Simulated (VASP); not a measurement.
TiO, 6 atoms in the cell. Symmetry: P-62m, No. 189, hexagonal system. The conventional cell has a = 4.989 Å, b = 4.989 Å, c = 2.873 Å, α = 90.00°, β = 90.00°, γ = 120.00°. Within 2.9 Å of Ti (site symmetry -6) lie 6 O at 2.10 Å and 5 Ti at 2.87 to 2.88 Å. Ti (site symmetry -62m) has 3 O at 1.97 Å within 2.6 Å. O (site symmetry m2m) has 5 Ti at 1.97 to 2.10 Å and 4 O at 2.66 Å within 2.7 Å. 

| Quantity | Value |
| --- | --- |
| Program | VASP 6.6.1 |
| Task | single point |
| Functional | PBEsol |
| Potentials or basis | VASP PAW PBE potentials, release 64 (Ti_sv, O) |
| Cutoff | 520 eV |
| k mesh | 12 × 12 × 12 |
| Occupations | tetrahedron |
| Spin | no spin polarisation |
| Dipole correction | no |
| Further INCAR settings | ALGO = Normal; EDIFF = 1e-06; NBANDS = 36 |

Potentials or basis: VASP PAW PBE potentials, release 64 (Ti_sv, O).

The run is started by

```bash
$ cat potpaw_PBE.64/Ti_sv/POTCAR potpaw_PBE.64/O/POTCAR > POTCAR
$ mpirun -np 1 vasp_std > vasp.out
```

Hardware: 1 thread of Intel(R) Xeon(R) 6975P-C (Granite Rapids), with other jobs on the host.

Task: Estimate the wall time of this run.

Result: Run time: 2.5 min on 1 thread of Intel(R) Xeon(R) 6975P-C (Granite Rapids), with other jobs on the host, peak memory 0.35 GiB. Counts: scf iterations 15, k points 133.
